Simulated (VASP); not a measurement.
**Be5Sn: single point with PBE**

The system is Be5Sn.

```xyz
6
Lattice="2.8043 0.0000 0.0000 -1.4021 2.4286 0.0000 0.0000 0.0000 11.2274" Properties=species:S:1:pos:R:3 pbc="T T T"
Be    0.0000    0.0000    7.2272
Be    0.0000    1.6191    8.8071
Be    0.0000    1.6191    2.4203
Be    0.0000    0.0000    4.0002
Be    1.4021    0.8095    5.6137
Sn    0.0000    0.0000    0.0000
```

* Program: VASP 6.6.1
* Task: single point
* Functional: PBE
* Potentials or basis: VASP PAW PBE potentials, release 64 (Be, Sn_d)
* Cutoff: 520 eV
* k mesh: 18 × 18 × 4
* Occupations: gaussian, width 0.1 eV
* Spin: no spin polarisation
* Dipole correction: no
* Further INCAR settings: ALGO = Fast; EDIFF = 1e-06; NBANDS = 21

The pressure is 0.0 GPa, the largest force is 0.004 eV/Å and the band gap on the k mesh is zero (band 12 reaches 8.94 eV, above the bottom of band 13 at 4.57 eV).

Forces in eV/Å, atoms in the order of the input:
```
Be   0.000  0.000  0.001
Be   0.000  0.000  0.004
Be   0.000  0.000 -0.004
Be   0.000  0.000 -0.001
Be   0.000  0.000  0.000
Sn   0.000  0.000  0.000
```

Levels at points of the mesh, in eV from the Fermi level:
| k point | band 10 | band 11 | band 12 | band 13 | band 14 | band 15 |
| --- | --- | --- | --- | --- | --- | --- |
| (0.00, 0.00, 0.00) | -5.86 | -1.82 | -0.03 | 5.84 | 8.33 | 8.33 |
| (0.50, 0.00, 0.00) | -3.55 | -3.02 | -1.59 | -0.03 | 0.45 | 0.70 |
| (0.00, 0.00, 0.50) | -4.21 | -3.29 | 1.22 | 4.44 | 8.35 | 8.35 |
| (0.50, 0.00, 0.50) | -3.27 | -2.72 | -2.13 | -0.40 | 1.01 | 1.42 |

Wall time 110 s on 1 thread of Intel(R) Xeon(R) 6975P-C (Granite Rapids) (shared host), peak memory 0.31 GiB.

Caveat: spin-orbit coupling is left out, which moves the levels of the heavy elements.
